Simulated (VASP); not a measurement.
# Au (Im-3m) in VASP: notebook, part 2 of 2

VASP 6.6.1. The steps go on from the part before.

## 6. Relaxation of cell and atoms, PBEsol

This run uses another cell than the first one, of 16.85 Å³/atom.

File INCAR:

```
PREC = Accurate
ENCUT = 500
EDIFF = 1E-7
ISMEAR = 0
SIGMA = 0.05
LREAL = F
LASPH = T
NELM = 120
ALGO = Normal
ISIF = 3
LWAVE = F
LCHARG = F
GGA = PS
IBRION = 2
NSW = 60
EDIFFG = -0.02
GGA_COMPAT = F
NELMIN = 4
```

File KPOINTS:

```
regular mesh
0
Gamma
  20 20 20
```

File POSCAR:

```
Au
1.0
   -1.6150000000      1.6150000000      1.6150000000
    1.6150000000     -1.6150000000      1.6150000000
    1.6150000000      1.6150000000     -1.6150000000
Au
1
Direct
    0.0000000000      0.0000000000      0.0000000000
```

Potentials or basis: VASP PAW PBE potentials, release 64 (Au).

The run is started by

```
> cat potpaw_PBE.64/Au/POTCAR > POTCAR
> mpirun -np 1 vasp_std > vasp.out
```

OUTCAR:

```text
PREC = Accurate
   ENCUT = 500
   EDIFF = 1E-7
   ISMEAR = 0
   LREAL = F
   LASPH = T
   NELM = 120
   ISIF = 3
   GGA = PS
   IBRION = 2
   NSW = 60
   EDIFFG = -0.02
   NELMIN = 4

 ion  position               nearest neighbor table
   1  0.000  0.000  0.000-

  LATTYP: Found a body centered cubic cell.
 ALAT       =     3.2300000000

  Lattice vectors:

 A1 = (  -1.6150000000,   1.6150000000,   1.6150000000)
 A2 = (   1.6150000000,  -1.6150000000,   1.6150000000)
 A3 = (   1.6150000000,   1.6150000000,  -1.6150000000)

Analysis of symmetry for initial positions (statically):
=====================================================================
 Subroutine PRICEL returns:
 Original cell was already a primitive cell.

 Routine SETGRP: Setting up the symmetry group for a
 body centered cubic supercell.

 Subroutine GETGRP returns: Found 48 space group operations
 (whereof 48 operations were pure point group operations)
 out of a pool of 48 trial point group operations.

The static configuration has the point symmetry O_h .

Analysis of symmetry for dynamics (positions and initial velocities):
=====================================================================
 Subroutine PRICEL returns:
 Original cell was already a primitive cell.

 Routine SETGRP: Setting up the symmetry group for a
 body centered cubic supercell.

 Subroutine GETGRP returns: Found 48 space group operations
 (whereof 48 operations were pure point group operations)
 out of a pool of 48 trial point group operations.

The dynamic configuration has the point symmetry O_h .

 Subroutine INISYM returns: Found 48 space group operations
 (whereof 48 operations are pure point group operations),
 and found     1 'primitive' translations

[... 125 lines left out ...]
 Gauss-broadening in eV      SIGMA  =   0.05
  energy-cutoff  :      500.00
  volume of cell :       16.85
 maximum number of plane-waves:       445
   NGX = 11   NGY = 11   NGZ = 11

--------------------------------------- Ionic step        1  -------------------------------------------

 number of electron      11.0000004 magnetization

 Free energy of the ion-electron system (eV)
  ---------------------------------------------------
  ext. energy  EPLUGINS =         0.00000000
  ---------------------------------------------------
  free energy    TOTEN  =        -3.90325078 eV

  energy without entropy =       -3.90318911  energy(sigma->0) =       -3.90321994

------------------------ aborting loop because EDIFF is reached ----------------------------------------

  FORCE on cell =-STRESS in cart. coord.  units (eV):
  Direction    XX          YY          ZZ          XY          YZ          ZX
  --------------------------------------------------------------------------------------
  -------------------------------------------------------------------------------------
  Total        0.1929723      0.1929723      0.1929723     -0.0000000      0.0000000     -0.0000000
  in kB       18.3496546     18.3496546     18.3496546     -0.0000000      0.0000000     -0.0000000
  external PRESSURE =      18.3496546 kB  Pullay stress =       0.0000000 kB
[... 57 lines left out ...]
--------------------------------------- Ionic step        3  -------------------------------------------

 number of electron      11.0000003 magnetization

 Free energy of the ion-electron system (eV)
  ---------------------------------------------------
  ext. energy  EPLUGINS =         0.00000000
  ---------------------------------------------------
  free energy    TOTEN  =        -3.90422319 eV

  energy without entropy =       -3.90416398  energy(sigma->0) =       -3.90419359

 E-fermi :   9.2775     XC(G=0): -12.8940

 val. band max:        9.2254090473   @ k =   0.4000   0.0500   0.0500
 cond. band min:       9.3841263831   @ k =   0.4000   0.1000   0.0000
 fundamental gap:      0.1587173358
 Fermi energy:         9.2775217538

 k-point     1 :       0.0000    0.0000    0.0000
  band No.  band energies     occupation
      1      -0.6241      2.00000
      2       4.4300      2.00000
      3       4.4300      2.00000
      4       4.4300      2.00000
      5       6.3865      2.00000
      6       6.3865      2.00000
      7      25.7976      0.00000
      8      25.7976      0.00000
      9      25.7976      0.00000
[... 265 lines left out ...]
 k-point    24 :       0.2500    0.1000   -0.0000
  band No.  band energies     occupation
      1       1.9927      2.00000
      2       3.7332      2.00000
      3       4.5716      2.00000
      4       6.0188      2.00000
      5       6.5538      2.00000
      6       6.9687      2.00000
      7      19.3362      0.00000
      8      22.9177      0.00000
      9      25.0159      0.00000

 [... further k-points ...]

------------------------ aborting loop because EDIFF is reached ----------------------------------------

  FORCE on cell =-STRESS in cart. coord.  units (eV):
  Direction    XX          YY          ZZ          XY          YZ          ZX
  --------------------------------------------------------------------------------------
  -------------------------------------------------------------------------------------
  Total       -0.0003172     -0.0003172     -0.0003172     -0.0000000     -0.0000000      0.0000000
  in kB       -0.0298594     -0.0298594     -0.0298594     -0.0000000     -0.0000000      0.0000000
  external PRESSURE =      -0.0298594 kB  Pullay stress =       0.0000000 kB
[... 16 lines left out ...]
  FREE ENERGIE OF THE ION-ELECTRON SYSTEM (eV)
  ---------------------------------------------------
  free  energy   TOTEN  =        -3.9042231929 eV

  energy  without entropy=       -3.9041639802  energy(sigma->0) =       -3.90419359

 reached required accuracy - stopping structural energy minimisation
```

CONTCAR:

```text
Au
   1.00000000000000
    -1.6205097010419593    1.6205097010419593    1.6205097010419593
     1.6205097010419593   -1.6205097010419593    1.6205097010419593
     1.6205097010419593    1.6205097010419593   -1.6205097010419593
  Au
     1
Direct
     0.0000000000000000    0.0000000000000000    0.0000000000000000

  0.00000000E+00  0.00000000E+00  0.00000000E+00
```

It took 91 s on 1 thread of Intel Xeon 8259CL, shared host; peak memory 0.17 GiB.

Results:

| Quantity | Value |
| --- | --- |
| Free energy | -3.9042 eV |
| Relaxed volume | 17.02 Å³/atom |
| Relaxed cell | a = 2.807 Å, b = 2.807 Å, c = 2.807 Å, α = 109.47°, β = 109.47°, γ = 109.47° |
| Space group after relaxing (to 0.1 Å) | Im-3m (No. 229) |
| Energy gained by relaxing | 1.0 meV/atom |
| Ionic steps | 3 |
| Pressure after relaxing | 0.0 GPa |
| Band gap on the k mesh | zero (an odd number of electrons rules out a gap without spin polarisation) |

The path:
| step | energy change (eV) | largest force (eV/Å) | pressure (GPa) | volume (Å³) |
| --- | --- | --- | --- | --- |
| 1 | 0.0000 | 0.0000 | 1.83 | 16.85 |
| 2 | 0.0018 | 0.0000 | -2.93 | 17.32 |
| 3 | -0.0010 | 0.0000 | 0.00 | 17.02 |

Final structure:
```yaml
crystal:
  lattice:
    - [-1.62051, 1.62051, 1.62051]
    - [1.62051, -1.62051, 1.62051]
    - [1.62051, 1.62051, -1.62051]
  atoms:
    - { symbol: Au, position: [0.00000, 0.00000, 0.00000] }
```

Caveat: the PAW data sets were made with another functional, which shifts forces and pressure a little; spin-orbit coupling is left out, which moves the levels of the heavy elements.

## 7. Relaxation of cell and atoms, PBEsol, target pressure 15 GPa, at which the enthalpy is minimised

This run uses another cell than the first one, of 16.85 Å³/atom.

File INCAR:

```
SYSTEM = Au
ALGO = Normal
EDIFF = 1E-7
EDIFFG = -0.02
ENCUT = 500
GGA = PS
GGA_COMPAT = .False.
IBRION = 2
ISIF = 3
ISMEAR = 0
LASPH = .True.
LCHARG = .False.
LREAL = .False.
LWAVE = .False.
NELM = 120
NELMIN = 4
NSW = 60
PREC = Accurate
PSTRESS = 150.0
SIGMA = 0.05
```

File KPOINTS:

```
k-points
0
Gamma
  20 20 20
  0 0 0
```

POSCAR is that of step 6.

Potentials or basis: VASP PAW PBE potentials, release 64 (Au).

The run is started by

```
> cat potpaw_PBE.64/Au/POTCAR > POTCAR
> mpirun -np 1 vasp_std > vasp.out
```

OUTCAR:

```text
SYSTEM = Au
   EDIFF = 1E-7
   EDIFFG = -0.02
   ENCUT = 500
   GGA = PS
   IBRION = 2
   ISIF = 3
   ISMEAR = 0
   LASPH = .True.
   LREAL = .False.
   NELM = 120
   NELMIN = 4
   NSW = 60
   PREC = Accurate
   PSTRESS = 150.0

 ion  position               nearest neighbor table
   1  0.000  0.000  0.000-

  LATTYP: Found a body centered cubic cell.
 ALAT       =     3.2300000000

  Lattice vectors:

 A1 = (  -1.6150000000,   1.6150000000,   1.6150000000)
 A2 = (   1.6150000000,  -1.6150000000,   1.6150000000)
 A3 = (   1.6150000000,   1.6150000000,  -1.6150000000)

Analysis of symmetry for initial positions (statically):
=====================================================================
 Subroutine PRICEL returns:
 Original cell was already a primitive cell.

 Routine SETGRP: Setting up the symmetry group for a
 body centered cubic supercell.

 Subroutine GETGRP returns: Found 48 space group operations
 (whereof 48 operations were pure point group operations)
 out of a pool of 48 trial point group operations.

The static configuration has the point symmetry O_h .

Analysis of symmetry for dynamics (positions and initial velocities):
=====================================================================
 Subroutine PRICEL returns:
 Original cell was already a primitive cell.
[... 138 lines left out ...]
 non-spin polarized calculation
 Gauss-broadening in eV      SIGMA  =   0.05
  energy-cutoff  :      500.00
  volume of cell :       16.85
 maximum number of plane-waves:       445
   NGX = 11   NGY = 11   NGZ = 11

--------------------------------------- Ionic step        1  -------------------------------------------

 number of electron      11.0000004 magnetization

 Free energy of the ion-electron system (eV)
  ---------------------------------------------------
  ext. energy  EPLUGINS =         0.00000000
  ---------------------------------------------------
  free energy    TOTEN  =        -3.90325078 eV

  energy without entropy =       -3.90318911  energy(sigma->0) =       -3.90321994

 E-fermi :   9.4479     XC(G=0): -12.9545

 val. band max:        9.3926573068   @ k =   0.4000   0.0500   0.0500
 cond. band min:       9.5524083350   @ k =   0.4000   0.1000   0.0000
 fundamental gap:      0.1597510282
 Fermi energy:         9.4479384318

 k-point     1 :       0.0000    0.0000    0.0000
  band No.  band energies     occupation
      1      -0.5614      2.00000
      2       4.5446      2.00000
      3       4.5446      2.00000
      4       4.5446      2.00000
      5       6.5334      2.00000
      6       6.5334      2.00000
      7      25.9701      0.00000
      8      25.9701      0.00000
      9      25.9701      0.00000
[... 386 lines left out ...]
--------------------------------------- Ionic step        4  -------------------------------------------

 number of electron      10.9999998 magnetization

 Free energy of the ion-electron system (eV)
  ---------------------------------------------------
  ext. energy  EPLUGINS =         0.00000000
  ---------------------------------------------------
  free energy    TOTEN  =        -3.85533826 eV

  energy without entropy =       -3.85521473  energy(sigma->0) =       -3.85527649

 E-fermi :  10.4936     XC(G=0): -13.3087

 val. band max:       10.4450308235   @ k =  -0.3000   0.4500   0.1000
 cond. band min:      10.5607063138   @ k =  -0.4500   0.5000   0.0500
 fundamental gap:      0.1156754903
 Fermi energy:        10.4936021105

 k-point     1 :       0.0000    0.0000    0.0000
  band No.  band energies     occupation
      1      -0.1791      2.00000
      2       5.2316      2.00000
      3       5.2316      2.00000
      4       5.2316      2.00000
      5       7.4169      2.00000
      6       7.4169      2.00000
      7      26.9896      0.00000
      8      26.9896      0.00000
      9      26.9896      0.00000
[... 308 lines left out ...]
  energy  without entropy=       -3.8552147299  energy(sigma->0) =       -3.85527649

  enthalpy is  TOTEN    =        -2.3686728042 eV   P V=        1.4866654541

 reached required accuracy - stopping structural energy minimisation
```

OSZICAR:

```text
N       E                     dE             d eps       ncg     rms          rms(c)
DAV:   1     0.410167464370E+02    0.41017E+02   -0.57640E+03  5136   0.106E+03
DAV:   2    -0.390370043571E+01   -0.44920E+02   -0.42194E+02  4796   0.197E+02
DAV:   3    -0.425434095149E+01   -0.35064E+00   -0.35026E+00  5212   0.185E+01
[... 32 lines left out ...]
DAV:   1    -0.385594780227E+01    0.26885E-02   -0.13313E-02  4635   0.130E+00    0.149E-01
DAV:   2    -0.385536747452E+01    0.58033E-03   -0.18842E-03  4631   0.425E-01    0.666E-02
DAV:   3    -0.385533689849E+01    0.30576E-04   -0.14586E-04  4798   0.113E-01    0.452E-02
DAV:   4    -0.385533823936E+01   -0.13409E-05   -0.48109E-06  4867   0.193E-02    0.787E-04
DAV:   5    -0.385533825829E+01   -0.18928E-07   -0.67575E-08  3622   0.270E-03
   4 F= -.23686728E+01 E0= -.23686110E+01  d E =-.428816E-01
```

Wall time 2 min (1 thread of Intel Xeon 8259CL, shared host); peak memory 0.17 GiB.

What came out:

```yaml
Free_energy: -3.8553 eV
Relaxed_volume: 15.88 Å³/atom
Relaxed_cell: a = 2.743 Å, b = 2.743 Å, c = 2.743 Å, α = 109.47°, β = 109.47°, γ = 109.47°
Space_group_after_relaxing_to_0.1_Å: Im-3m (No. 229)
Energy_change_on_relaxing_the_run_minimises_the_enthalpy: +47.9 meV/atom
Ionic_steps: 4
Pressure_after_relaxing: 14.8 GPa
Band_gap_on_the_k_mesh: zero (an odd number of electrons rules out a gap without spin polarisation)
```

The path:
```tsv
step	energy change (eV)	largest force (eV/Å)	pressure (GPa)	volume (Å³)
1	0.0000	0.0000	1.83	16.85
2	0.5748	0.0000	70.35	13.69
3	0.0446	0.0000	14.25	15.92
4	0.0479	0.0000	14.82	15.88
```

Final structure:
```
Au
1.0
    -1.58340    1.58340    1.58340
     1.58340   -1.58340    1.58340
     1.58340    1.58340   -1.58340
Au
1
Direct
  0.00000 0.00000 0.00000
```

Caveat: the cell is relaxed towards a set pressure, so the run minimises the enthalpy, not the energy; the PAW data sets were made with another functional, which shifts forces and pressure a little; spin-orbit coupling is left out, which moves the levels of the heavy elements.

## 8. The runs side by side

| task | cell | gap on the mesh (eV) | pressure (GPa) |
| --- | --- | --- | --- |
| single point | a = 2.659 Å, angles 109.5°, 1 atom | none | 44.7 |
| single point | a = 2.696 Å, angles 109.5°, 1 atom | none | 29.7 |
| single point | a = 2.743 Å, angles 109.5°, 1 atom | none | 14.7 |
| single point | a = 2.808 Å, angles 109.5°, 1 atom | none | -0.3 |
| relaxation of cell and atoms | relaxed from a = 2.797 Å, angles 109.5°, 1 atom | none | 0.0 |
| relaxation of cell and atoms | relaxed to 15 GPa from a = 2.797 Å, angles 109.5°, 1 atom | none | 14.8 |

Alike in all rows: level PBEsol; potentials or basis VASP PAW PBE potentials, release 64 (Au); no spin polarisation; k mesh 20 × 20 × 20; cutoff (eV) 500; smearing gaussian 0.05 eV.

Caveats: the PAW data sets were made with another functional, which shifts forces and pressure a little; spin-orbit coupling is left out, which moves the levels of the heavy elements; the cell stands under pressure (at least some runs); the cell is relaxed towards a set pressure, so the run minimises the enthalpy, not the energy (at least some runs).

Absolute energies hang on the potentials; compare differences alone.

The gap in the log of VASP goes by the Fermi energy; the results here count the filled bands.